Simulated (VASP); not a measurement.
A run of VASP 6.6.1 is set up as follows.

File INCAR:

```
SYSTEM = N
ALGO     = Normal         ! electronic algorithm
EDIFF    = 1E-7           ! SCF threshold, eV
EDIFFG   = -0.05          ! ionic threshold
ENCUT    = 600            ! plane-wave cutoff, eV
GGA      = PS             ! functional
GGA_COMPAT= .FALSE.      
IBRION   = 2              ! ionic algorithm
ISIF     = 3              ! what is computed and relaxed
ISMEAR   = 0              ! smearing method
LASPH    = .TRUE.         ! aspherical terms in the spheres
LCHARG   = .FALSE.        ! write CHGCAR
LREAL    = .FALSE.        ! projectors in reciprocal space
LWAVE    = .FALSE.        ! write WAVECAR
NELM     = 120            ! most SCF steps
NELMIN   = 4            
NSW      = 80             ! ionic steps
PREC     = Accurate       ! precision mode
SIGMA    = 0.1            ! smearing width, eV
```

Contents of KPOINTS:

```
k-points
0
G
  10 10 10
  0 0 0
```

POSCAR

```
N
1.0
    1.8769867339      0.0000000000      0.0000000000
    0.0000000000      1.8769867339      0.0000000000
    0.0000000000      0.0000000000      1.8770039392
N
1
Direct
    0.0000000000      0.0000000000      0.0000000000
```

Potentials or basis: VASP PAW PBE potentials, release 64 (N).

Launch:

```sh
$ cat potpaw_PBE.64/N/POTCAR > POTCAR
$ mpirun -np 1 vasp_std > vasp.out
```

Problem. Estimate the band gap on the k mesh.

Solution. Zero (an odd number of electrons rules out a gap without spin polarisation).

Problem. What does it give for the space group after relaxing (to 0.1 Å)?

Solution. Pm-3m (No. 221).

Problem. What does it give for the relaxed cell?

Solution. a = 1.831 Å, b = 1.831 Å, c = 1.831 Å, α = 90.00°, β = 90.00°, γ = 90.00°.

Final structure:
```
N
1.0
     1.83061    0.00000    0.00000
     0.00000    1.83061    0.00000
     0.00000    0.00000    1.83063
N
1
Cartesian
  0.0000 0.0000 0.0000
```
